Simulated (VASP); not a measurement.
**WS: single point with HSE06**

The system is WS.

```
W S
1.0
     3.00789    0.00000    0.00000
     0.00000    3.00789    0.00000
     0.00000    0.00000    3.00789
W S
1 1
Direct
  0.50000 0.50000 0.50000
  0.00000 0.00000 0.00000
```

```json
{"Program": "VASP 6.6.1", "Task": "single point", "Functional": "HSE06", "Potentials or basis": "VASP PAW PBE potentials, release 64 (W_sv, S)", "Cutoff": "520 eV", "k mesh": "5 × 5 × 5", "Occupations": "fermi-dirac, width 0.05 eV", "Spin": "no spin polarisation", "Dipole correction": "no", "Grid for exact exchange (PRECFOCK)": "Normal", "Further INCAR settings": "ALGO = Normal; EDIFF = 1e-06; NBANDS = 17", "Screening parameter": "0.2079 1/Å"}
```

```yaml
Pressure: -8.4 GPa
Band_gap_on_the_k_mesh: zero (band 10 reaches 14.45 eV, above the bottom of band 11 at 12.12 eV)
```

Levels at points of the mesh, in eV from the Fermi level:
```
           k point  band 6  band 7  band 8  band 9  band 10  band 11  band 12  band 13  band 14  band 15
(0.00, 0.00, 0.00)   -5.71   -5.71   -3.79   -3.79    -3.79     1.17     1.17     1.17     2.66    10.11
```

It took 24 min on 1 thread of Intel(R) Xeon(R) Platinum 8259CL CPU @ 2.50GHz (Skylake/Cascade Lake) (shared host), peak memory 0.25 GiB.

Caveat: the k points lie up to 0.42 Å⁻¹ apart; the PAW data sets were made with another functional, which shifts forces and pressure a little; spin-orbit coupling is left out, which moves the levels of the heavy elements.
